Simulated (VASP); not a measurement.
# SbSe (Fm-3m) in VASP: notebook

SbSe is run at these levels: PBE; tasks: elastic constants, vibrations by perturbation theory.

All numbers are computed with VASP 6.6.1; they aren't measurements. Logs are shortened: lines on timing, memory, paths and dates and some standing lists are left out, and cuts for length are marked.

### 1 The cell of the first run

It takes space group Fm-3m (No. 225, cubic). The conventional cell has a = 6.003 Å, b = 6.003 Å, c = 6.003 Å, α = 90.00°, β = 90.00°, γ = 90.00°. Within 4.0 Å of Sb (site symmetry m-3m) lie 6 Se at 3.00 Å. Within 4.0 Å of Se (site symmetry m-3m) lie 6 Sb at 3.00 Å.

### 2 Elastic constants, PBE

File INCAR:

```
PREC = Accurate
ENCUT = 600
EDIFF = 1E-8
ISMEAR = -1
SIGMA = 0.15
LREAL = F
LASPH = T
NELM = 100
ALGO = Normal
ISIF = 3
LWAVE = F
LCHARG = F
GGA = PE
NBANDS = 12
IBRION = 6
NFREE = 2
POTIM = 0.015
NSW = 1
```

File KPOINTS:

```
regular mesh
0
Gamma
  12 12 12
```

File POSCAR:

```
SbSe
1.0
    0.0000000000      3.0015686897      3.0015686897
    3.0015686897      0.0000000000      3.0015686897
    3.0015686897      3.0015686897      0.0000000000
Sb Se
1 1
Direct
    0.0000000000      0.0000000000      0.0000000000
    0.5000000000      0.5000000000      0.5000000000
```

Potentials or basis: VASP PAW PBE potentials, release 64 (Sb, Se).

Run with:

```
$ cat potpaw_PBE.64/Sb/POTCAR potpaw_PBE.64/Se/POTCAR > POTCAR
$ mpirun -np 1 vasp_std > vasp.out
```

OUTCAR:

```text
PREC = Accurate
   ENCUT = 600
   EDIFF = 1E-8
   ISMEAR = -1
   LREAL = F
   LASPH = T
   NELM = 100
   ISIF = 3
   GGA = PE
   IBRION = 6
   NFREE = 2
   POTIM = 0.015
   NSW = 1

 ion  position               nearest neighbor table
   1  0.000  0.000  0.000-   2 3.00   2 3.00   2 3.00   2 3.00   2 3.00   2 3.00
   2  0.500  0.500  0.500-   1 3.00   1 3.00   1 3.00   1 3.00   1 3.00   1 3.00

  LATTYP: Found a face centered cubic cell.
 ALAT       =     6.0031373794

  Lattice vectors:

 A1 = (   0.0000000000,   3.0015686897,   3.0015686897)
 A2 = (   3.0015686897,   0.0000000000,   3.0015686897)
 A3 = (   3.0015686897,   3.0015686897,   0.0000000000)

Analysis of symmetry for initial positions (statically):
=====================================================================
 Subroutine PRICEL returns:
 Original cell was already a primitive cell.

 Routine SETGRP: Setting up the symmetry group for a
 face centered cubic supercell.

 Subroutine GETGRP returns: Found 48 space group operations
 (whereof 48 operations were pure point group operations)
 out of a pool of 48 trial point group operations.

The static configuration has the point symmetry O_h .

Analysis of symmetry for dynamics (positions and initial velocities):
=====================================================================
 Subroutine PRICEL returns:
 Original cell was already a primitive cell.

 Routine SETGRP: Setting up the symmetry group for a
 face centered cubic supercell.

 Subroutine GETGRP returns: Found 48 space group operations
 (whereof 48 operations were pure point group operations)
 out of a pool of 48 trial point group operations.

The dynamic configuration has the point symmetry O_h .

 Subroutine INISYM returns: Found 48 space group operations
 (whereof 48 operations are pure point group operations),
 and found     1 'primitive' translations

----------------------------------------------------------------------------------------

                                     Primitive cell

  volume of cell :      54.0848

  direct lattice vectors                    reciprocal lattice vectors
     0.000000000  3.001568690  3.001568690    -0.166579563  0.166579563  0.166579563
     3.001568690  0.000000000  3.001568690     0.166579563 -0.166579563  0.166579563
     3.001568690  3.001568690  0.000000000     0.166579563  0.166579563 -0.166579563

  length of vectors
     4.244859149  4.244859149  4.244859149     0.288524266  0.288524266  0.288524266

  position of ions in fractional coordinates (direct lattice)
     0.000000000  0.000000000  0.000000000
     0.500000000  0.500000000  0.500000000

  ion indices of the primitive-cell ions
   primitive index   ion index
                 1           1
                 2           2

----------------------------------------------------------------------------------------

 KPOINTS: regular mesh

Automatic generation of k-mesh.
 Grid dimensions read from file:
 generate k-points for:   12   12   12

 Generating k-lattice:

  Cartesian coordinates                     Fractional coordinates (reciprocal lattice)
    -0.013881630  0.013881630  0.013881630     0.083333333  0.000000000  0.000000000
     0.013881630 -0.013881630  0.013881630     0.000000000  0.083333333  0.000000000
     0.013881630  0.013881630 -0.013881630     0.000000000  0.000000000  0.083333333

  Length of vectors
     0.024043689  0.024043689  0.024043689

  Shift w.r.t. Gamma in fractional coordinates (k-lattice)
     0.000000000  0.000000000  0.000000000

 Subroutine IBZKPT returns following result:
 ===========================================

 Found     72 irreducible k-points:

 Following reciprocal coordinates:
            Coordinates               Weight
  0.000000  0.000000  0.000000      1.000000
  0.083333  0.000000  0.000000      8.000000
  0.166667  0.000000  0.000000      8.000000
  0.250000  0.000000  0.000000      8.000000
  0.333333  0.000000  0.000000      8.000000
  0.416667  0.000000  0.000000      8.000000
[... 57 lines left out ...]
     AMIX_MAG =   1.60;   BMIX_MAG =  1.00
  volume/ion in A,a.u.               =      27.04       182.49
  Fermi-wavevector in a.u.,A,eV,Ry     =   0.962751  1.819336 12.611105  0.926890
  Thomas-Fermi vector in A             =   2.092237
   LORBIT       =      0    0 simple, 1 ext, 2 COOP (PROOUT), +10 PAW based schemes
   GGA     = PE    functional components
   LHFCALC =     F    Hartree Fock is set to
   AEXX    =    0.0000 exact exchange contribution
   IVDW    =     0    specifies the selected vdW correction
   LEPSILON=     F    determine dielectric tensor
   LRPA    =     F    only Hartree local field effects (RPA)
 finite differences with symmetry
 non-spin polarized calculation
  energy-cutoff  :      600.00
  volume of cell :       54.08
 maximum number of plane-waves:      1828
 NGX is ok and might be reduce to    36
   NGX = 17   NGY = 17   NGZ = 17

--------------------------------------- Ionic step        1  -------------------------------------------

 number of electron      11.0000000 magnetization

 Free energy of the ion-electron system (eV)
  ---------------------------------------------------
  ext. energy  EPLUGINS =         0.00000000
  ---------------------------------------------------
  free energy    TOTEN  =        -7.75496667 eV

  energy without entropy =       -7.66285434  energy(sigma->0) =       -7.70891050

------------------------ aborting loop because EDIFF is reached ----------------------------------------

  FORCE on cell =-STRESS in cart. coord.  units (eV):
  Direction    XX          YY          ZZ          XY          YZ          ZX
  --------------------------------------------------------------------------------------
  -------------------------------------------------------------------------------------
  Total       -0.0372082     -0.0372082     -0.0372082     -0.0000000      0.0000000     -0.0000000
  in kB       -1.1022364     -1.1022364     -1.1022364     -0.0000000      0.0000000     -0.0000000
  external PRESSURE =      -1.1022364 kB  Pullay stress =       0.0000000 kB
[... 89 lines left out ...]
  FREE ENERGIE OF THE ION-ELECTRON SYSTEM (eV)
  ---------------------------------------------------
  free  energy   TOTEN  =        -7.7509495914 eV

  energy  without entropy=       -7.6604798157  energy(sigma->0) =       -7.70571470

[... ionic steps 4 to 14 ...]

--------------------------------------- Ionic step       15  -------------------------------------------

 number of electron      11.0000000 magnetization

------------------------ aborting loop because EDIFF is reached ----------------------------------------
[... 67 lines left out ...]
--------------------------------------- Ionic step       17  -------------------------------------------

 number of electron      11.0000000 magnetization

 Free energy of the ion-electron system (eV)
  ---------------------------------------------------
  ext. energy  EPLUGINS =         0.00000000
  ---------------------------------------------------
  free energy    TOTEN  =        -7.75473561 eV

  energy without entropy =       -7.66260681  energy(sigma->0) =       -7.70867121

 E-fermi :   6.0632     XC(G=0):  -9.6062

 val. band max:        6.0260855542   @ k =   0.3333   0.0000   0.0000
 cond. band min:       6.0688905111   @ k =   0.0000  -0.2500   0.2500
 fundamental gap:      0.0428049569
 Fermi energy:         6.0632372663

 k-point     1 :       0.0000    0.0000    0.0000
  band No.  band energies     occupation
      1      -8.6717      2.00000
      2      -1.2697      2.00000
      3       3.0653      2.00000
      4       3.0665      2.00000
      5       3.0665      2.00000
      6       8.5249      0.00000
      7       8.5249      0.00000
      8       8.5269      0.00000
      9      11.1188      0.00000
     10      11.1198      0.00000
     11      11.1198      0.00000
     12      13.0960      0.00000
[... 331 lines left out ...]
 k-point    24 :      -0.4167    0.1667    0.0000
  band No.  band energies     occupation
      1      -7.4380      2.00000
      2      -3.7949      2.00000
      3       1.7185      2.00000
      4       2.9874      2.00000
      5       3.6748      2.00000
      6       6.1137      0.83337
      7       6.3031      0.33613
      8       8.1123      0.00000
      9      12.7649      0.00000
     10      13.5513      0.00000
     11      14.4192      0.00000
     12      16.7774      0.00000

 [... further k-points ...]

------------------------ aborting loop because EDIFF is reached ----------------------------------------

  FORCE on cell =-STRESS in cart. coord.  units (eV):
  Direction    XX          YY          ZZ          XY          YZ          ZX
  --------------------------------------------------------------------------------------
  -------------------------------------------------------------------------------------
  Total       -0.0346901     -0.0357557     -0.0357557      0.0000000      0.0000000      0.0000000
  in kB       -1.0276398     -1.0592061     -1.0592061      0.0000000      0.0000000      0.0000000
  external PRESSURE =      -1.0486840 kB  Pullay stress =       0.0000000 kB
[... 17 lines left out ...]
  FREE ENERGIE OF THE ION-ELECTRON SYSTEM (eV)
  ---------------------------------------------------
  free  energy   TOTEN  =        -7.7547356059 eV

  energy  without entropy=       -7.6626068072  energy(sigma->0) =       -7.70867121

 INTERNAL STRAIN TENSORS FROM STRAINED CELLS
 ============================================

 INTERNAL STRAIN TENSOR FOR ION    1 for displacements in x,y,z  (eV/Angst):
          X           Y           Z          XY          YZ          ZX
  --------------------------------------------------------------------------------
  x     0.00000     0.00000     0.00000     0.00000    -0.00000    -0.00000
  y    -0.00000     0.00000     0.00000    -0.00000     0.00000     0.00000
  z     0.00000     0.00000     0.00000     0.00000     0.00000     0.00000

 INTERNAL STRAIN TENSORS FROM DISPLACED ATOMS
 ============================================

 INTERNAL STRAIN TENSOR FOR ION    1 for displacements in x,y,z  (eV/Angst):
          X           Y           Z          XY          YZ          ZX
  --------------------------------------------------------------------------------
  x     0.00000     0.00000     0.00000     0.00000     0.00000     0.00000
  y     0.00000     0.00000     0.00000     0.00000     0.00000     0.00000
  z     0.00000     0.00000     0.00000     0.00000     0.00000     0.00000

 INTERNAL STRAIN TENSOR FOR ION    2 for displacements in x,y,z  (eV/Angst):
          X           Y           Z          XY          YZ          ZX
  --------------------------------------------------------------------------------
  x     0.00000     0.00000     0.00000     0.00000     0.00000     0.00000
  y     0.00000     0.00000     0.00000     0.00000     0.00000     0.00000
  z     0.00000     0.00000     0.00000     0.00000     0.00000     0.00000

 Eigenvectors and eigenvalues of the dynamical matrix
 ----------------------------------------------------

   1 f  =    3.237865 THz    20.344103 2PiTHz  108.003537 cm-1    13.390726 meV
             X         Y         Z           dx          dy          dz
      0.000000  0.000000  0.000000     0.000000    0.627154    0.000000
      3.001569  3.001569  3.001569     0.000000   -0.778895    0.000000
[... 21 lines left out ...]
   6 f/i=    0.000268 THz     0.001685 2PiTHz    0.008947 cm-1     0.001109 meV
             X         Y         Z           dx          dy          dz
      0.000000  0.000000  0.000000     0.000000    0.000000    0.778895
      3.001569  3.001569  3.001569     0.000000    0.000000    0.627154

--------------------------------------------------------------------------------------------------------

 ELASTIC MODULI CONTR FROM IONIC RELAXATION (kBar)
 Direction    XX          YY          ZZ          XY          YZ          ZX
 --------------------------------------------------------------------------------
 XX           0.0000      0.0000      0.0000      0.0000      0.0000      0.0000
 YY           0.0000      0.0000      0.0000      0.0000      0.0000      0.0000
 ZZ           0.0000      0.0000      0.0000      0.0000      0.0000      0.0000
 XY           0.0000      0.0000      0.0000      0.0000      0.0000      0.0000
 YZ           0.0000      0.0000      0.0000      0.0000      0.0000      0.0000
 ZX           0.0000      0.0000      0.0000      0.0000      0.0000      0.0000
 --------------------------------------------------------------------------------

 TOTAL ELASTIC MODULI (kBar)
 Direction    XX          YY          ZZ          XY          YZ          ZX
 --------------------------------------------------------------------------------
 XX        1151.3451    291.1807    291.1807     -0.0000      0.0000     -0.0000
 YY         291.1807   1151.3451    291.1807     -0.0000      0.0000     -0.0000
 ZZ         291.1807    291.1807   1151.3451     -0.0000      0.0000      0.0000
 XY          -0.0000     -0.0000     -0.0000     -9.0398      0.0000      0.0000
 YZ           0.0000      0.0000      0.0000      0.0000     -9.0398      0.0000
 ZX          -0.0000     -0.0000      0.0000      0.0000      0.0000     -9.0398
 --------------------------------------------------------------------------------
```

Run time: 28 min. Hardware: 1 thread of AMD EPYC 7R13 (Zen 3), shared host; peak memory 0.69 GiB.

What came out:

| Quantity | Value |
| --- | --- |
| Elastic constants C11, C12, C44 | 115, 29, -1 GPa |
| Voigt bulk modulus | 58 GPa |
| Highest phonon frequency at Γ, LO-TO splitting left out | 108 cm⁻¹ |

Phonon frequencies in cm⁻¹ (negative: imaginary):
| q point | frequencies |
| --- | --- |
| (0.000, 0.000, 0.000) | 0 0 0 108 108 108 |

Elastic tensor in Voigt notation (GPa, in the Cartesian axes of the cell as first typed):
```
115  29  29   0   0   0
 29 115  29   0   0   0
 29  29 115   0   0   0
  0   0   0  -1   0   0
  0   0   0   0  -1   0
  0   0   0   0   0  -1
```

Clamped-ion elastic tensor (GPa):
```
115  29  29   0   0   0
 29 115  29   0   0   0
 29  29 115   0   0   0
  0   0   0  -1   0   0
  0   0   0   0  -1   0
  0   0   0   0   0  -1
```

Caveat: the elastic tensor has a negative eigenvalue, so either the cell is unstable as it stands or the mesh is too thin; spin-orbit coupling is left out, which moves the levels of the heavy elements.

### 3 Vibrations by perturbation theory, PBE

File INCAR:

```
SYSTEM = SbSe
ALGO     = Normal         ! electronic algorithm
EDIFF    = 1E-8           ! SCF threshold, eV
ENCUT    = 520            ! plane-wave cutoff, eV
GGA      = PE             ! functional
IBRION   = 8              ! ionic algorithm
ISIF     = 2              ! what is computed and relaxed
ISMEAR   = -1             ! smearing method
LASPH    = .True.         ! aspherical terms in the spheres
LCHARG   = .False.        ! write CHGCAR
LREAL    = .False.        ! projectors in reciprocal space
LWAVE    = .False.        ! write WAVECAR
NBANDS   = 12             ! bands
NELM     = 60             ! most SCF steps
NSW      = 1              ! ionic steps
PREC     = Accurate       ! precision mode
SIGMA    = 0.15           ! smearing width, eV
```

File KPOINTS:

```
k-points
0
Gamma
  12 12 12
  0 0 0
```

POSCAR is that of step 2.

Potentials or basis: VASP PAW PBE potentials, release 64 (Sb, Se).

Run with:

```
$ cat potpaw_PBE.64/Sb/POTCAR potpaw_PBE.64/Se/POTCAR > POTCAR
$ mpirun -np 1 vasp_std > vasp.out
```

OUTCAR:

```text
SYSTEM = SbSe
   EDIFF = 1E-8
   ENCUT = 520
   GGA = PE
   IBRION = 8
   ISIF = 2
   ISMEAR = -1
   LASPH = .True.
   LREAL = .False.
   NELM = 60
   NSW = 1
   PREC = Accurate

 ion  position               nearest neighbor table
   1  0.000  0.000  0.000-   2 3.00   2 3.00   2 3.00   2 3.00   2 3.00   2 3.00
   2  0.500  0.500  0.500-   1 3.00   1 3.00   1 3.00   1 3.00   1 3.00   1 3.00

  LATTYP: Found a face centered cubic cell.
 ALAT       =     6.0031373794

  Lattice vectors:

 A1 = (   0.0000000000,   3.0015686897,   3.0015686897)
 A2 = (   3.0015686897,   0.0000000000,   3.0015686897)
 A3 = (   3.0015686897,   3.0015686897,   0.0000000000)

Analysis of symmetry for initial positions (statically):
=====================================================================
 Subroutine PRICEL returns:
[... 588 lines left out ...]
  energy without entropy =       -0.08085448

------------------------ aborting loop because EDIFF is reached ----------------------------------------

 INTERNAL STRAIN TENSOR  FOR ION    2  DIRECTION 1   (eV/Angst):
 -----------------------------------------------------------------------------
     0.05614  0.00000  0.00000
     0.00000 -0.01897  0.00000
     0.00000  0.00000 -0.01897

 INTERNAL STRAIN TENSOR FOR ION    2 for displacements in x,y,z  (eV/Angst):
          X           Y           Z          XY          YZ          ZX
  --------------------------------------------------------------------------------
  x     0.00000     0.00000     0.00000     0.00000     0.00000     0.00000
  y     0.00000     0.00000     0.00000     0.00000     0.00000     0.00000
  z     0.00000     0.00000     0.00000     0.00000     0.00000     0.00000

 SECOND DERIVATIVES (NOT SYMMETRIZED)
 ------------------------------------
               1X          1Y          1Z          2X          2Y          2Z
  1X    -2.056685    0.000000    0.000000    2.056685    0.000000    0.000000
  1Y     0.000000   -2.056685    0.000000    0.000000    2.056685    0.000000
  1Z     0.000000    0.000000   -2.056685    0.000000    0.000000    2.056685
  2X     2.056875    0.000000    0.000000   -2.056875    0.000000    0.000000
  2Y     0.000000    2.056875    0.000000    0.000000   -2.056875    0.000000
  2Z     0.000000    0.000000    2.056875    0.000000    0.000000   -2.056875

 Eigenvectors and eigenvalues of the dynamical matrix
 ----------------------------------------------------

   1 f  =    3.239614 THz    20.355094 2PiTHz  108.061884 cm-1    13.397960 meV
             X         Y         Z           dx          dy          dz
      0.000000  0.000000  0.000000     0.000000    0.627201    0.000000
      3.001569  3.001569  3.001569     0.000000   -0.778857    0.000000
[... 21 lines left out ...]
   6 f/i=    0.000073 THz     0.000460 2PiTHz    0.002444 cm-1     0.000303 meV
             X         Y         Z           dx          dy          dz
      0.000000  0.000000  0.000000     0.000000    0.000000    0.778857
      3.001569  3.001569  3.001569     0.000000    0.000000    0.627201

--------------------------------------------------------------------------------------------------------

 ELASTIC MODULI CONTR FROM IONIC RELAXATION (kBar)
 Direction    XX          YY          ZZ          XY          YZ          ZX
 --------------------------------------------------------------------------------
 XX           0.0000      0.0000      0.0000      0.0000      0.0000      0.0000
 YY           0.0000      0.0000      0.0000      0.0000      0.0000      0.0000
 ZZ           0.0000      0.0000      0.0000      0.0000      0.0000      0.0000
 XY           0.0000      0.0000      0.0000      0.0000      0.0000      0.0000
 YZ           0.0000      0.0000      0.0000      0.0000      0.0000      0.0000
 ZX           0.0000      0.0000      0.0000      0.0000      0.0000      0.0000
 --------------------------------------------------------------------------------
```

It took 4.4 min on 1 thread of AMD EPYC 7R13 (Zen 3), shared host; peak memory 0.38 GiB.

Results:

- Highest phonon frequency at Γ, LO-TO splitting left out: 108 cm⁻¹

Phonon frequencies in cm⁻¹ (negative: imaginary):
```tsv
q point	frequencies
(0.000, 0.000, 0.000)	0 0 0 108 108 108
```

Caveat: spin-orbit coupling is left out, which moves the levels of the heavy elements.
